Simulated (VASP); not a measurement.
## KBr: single point with PBE

Crystal: KBr.

```xyz
2
Lattice="0.0000 3.3000 3.3000 3.3000 0.0000 3.3000 3.3000 3.3000 0.0000" Properties=species:S:1:pos:R:3 pbc="T T T"
K    -0.0084    0.0460   -0.0178
Br    3.3000    3.3000    3.3000
```

```yaml
Program: VASP 6.6.1
Task: single point
Functional: PBE
Potentials_or_basis: VASP PAW PBE potentials, release 64 (K_sv, Br)
Cutoff: 520 eV
k_mesh: 8 × 8 × 8
Occupations: gaussian, width 0.05 eV
Spin: no spin polarisation
Dipole_correction: no
Further_INCAR_settings: ALGO = Normal; EDIFF = 1e-07; NBANDS = 15
```

```yaml
Pressure: 0.8 GPa
Largest_force: 0.062 eV/Å
Band_gap_on_the_k_mesh: 4.43 eV
```

Forces in eV/Å, atoms in the order of the input:
```
K    0.010 -0.057  0.022
Br  -0.010  0.057 -0.022
```

Levels at points of the mesh, in eV from the valence-band top:
| k point | band 4 | band 5 | band 6 | band 7 | band 8 | band 9 | band 10 | band 11 | band 12 | band 13 |
| --- | --- | --- | --- | --- | --- | --- | --- | --- | --- | --- |
| (0.00, 0.00, 0.00) | -11.26 | -11.26 | 0.00 | 0.00 | 0.00 | 4.43 | 7.61 | 7.61 | 7.61 | 8.43 |
| (0.50, 0.00, 0.00) | -11.26 | -11.01 | -1.18 | -0.33 | -0.33 | 6.59 | 8.23 | 9.74 | 9.76 | 10.08 |
| (0.00, 0.50, 0.00) | -11.26 | -11.01 | -1.18 | -0.33 | -0.33 | 6.59 | 8.24 | 9.75 | 9.76 | 10.07 |
| (0.00, 0.00, 0.50) | -11.26 | -11.01 | -1.18 | -0.33 | -0.33 | 6.59 | 8.23 | 9.75 | 9.76 | 10.08 |
| (0.50, 0.50, 0.50) | -11.26 | -11.01 | -1.18 | -0.33 | -0.33 | 6.59 | 8.23 | 9.75 | 9.75 | 10.08 |
| (0.50, 0.50, 0.00) | -11.29 | -11.29 | -0.81 | -0.29 | -0.28 | 5.87 | 7.20 | 9.37 | 9.49 | 9.70 |
| (0.00, 0.50, 0.50) | -11.29 | -11.29 | -0.81 | -0.29 | -0.29 | 5.87 | 7.20 | 9.37 | 9.51 | 9.68 |
| (0.50, 0.00, 0.50) | -11.29 | -11.29 | -0.81 | -0.29 | -0.28 | 5.87 | 7.20 | 9.37 | 9.42 | 9.77 |

Wall time 5.9 min on 1 thread of Intel Xeon 8259CL, on a shared host, peak memory 0.42 GiB.

A k mesh can miss the band edges.
